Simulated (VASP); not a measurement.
**Ta: single point with PBEsol**

Ta:

```
CELL_PARAMETERS angstrom
2.90037 0.00000 0.00000
-1.45019 2.51180 0.00000
0.00000 0.00000 5.16627
ATOMIC_POSITIONS crystal
Ta 0.75624 0.51249 0.75000
Ta 0.33333 0.66667 0.25000
```

This cell differs from its parent crystal: atom 1 (Ta) moved by (+0.450, +0.000) A along y and z.

```yaml
Program: VASP 6.6.1
Task: single point
Functional: PBEsol
Potentials_or_basis: VASP PAW PBE potentials, release 64 (Ta_pv)
Cutoff: 520 eV
k_mesh: 18 × 18 × 10
Occupations: gaussian, width 0.15 eV
Spin: no spin polarisation
```

```yaml
Pressure: -7.3 GPa
Largest_force: 0.517 eV/Å
Band_gap_on_the_k_mesh: zero (bands 11 and 12 overlap by 2.87 eV)
```

Forces in eV/Å, atoms in the order of the input:
```
Ta   0.000  0.517  0.000
Ta   0.000 -0.517  0.000
```

Stress tensor (GPa, compression positive):
```
  1.91   0.00   0.00
  0.00 -11.94   0.00
  0.00   0.00 -11.93
```

Levels at points of the mesh, in eV from the Fermi level:
```csv
k point,band 7,band 8,band 9,band 10,band 11,band 12,band 13,band 14,band 15,band 16
"(0.00, 0.00, 0.00)",-8.07,-4.78,-0.87,0.01,0.50,1.00,1.19,1.54,2.27,3.94
"(0.50, 0.00, 0.00)",-3.64,-3.63,-2.66,-1.20,-0.56,0.10,1.54,4.36,6.44,6.81
"(0.00, 0.50, 0.00)",-4.48,-3.91,-3.71,0.19,0.72,0.82,1.74,5.82,6.49,6.51
"(0.00, 0.00, 0.50)",-6.25,-6.25,-1.09,-1.09,0.79,0.79,0.91,0.91,4.08,4.08
"(0.50, 0.00, 0.50)",-4.36,-4.36,-2.33,-2.33,1.76,1.76,2.96,2.96,6.03,6.03
"(0.00, 0.50, 0.50)",-3.76,-3.76,-2.35,-2.35,1.05,1.05,2.61,2.61,5.44,5.44
```

Wall time 5.4 min on 1 thread of Intel(R) Xeon(R) 6975P-C (Granite Rapids) (shared host), peak memory 0.4 GiB.

Caveat: the cell differs from its parent crystal (atom 1 (Ta) moved by (+0.450, +0.000) A along y and z); the cell stands under tension; the PAW data sets were made with another functional, which shifts forces and pressure a little; spin-orbit coupling is left out, which moves the levels of the heavy elements.
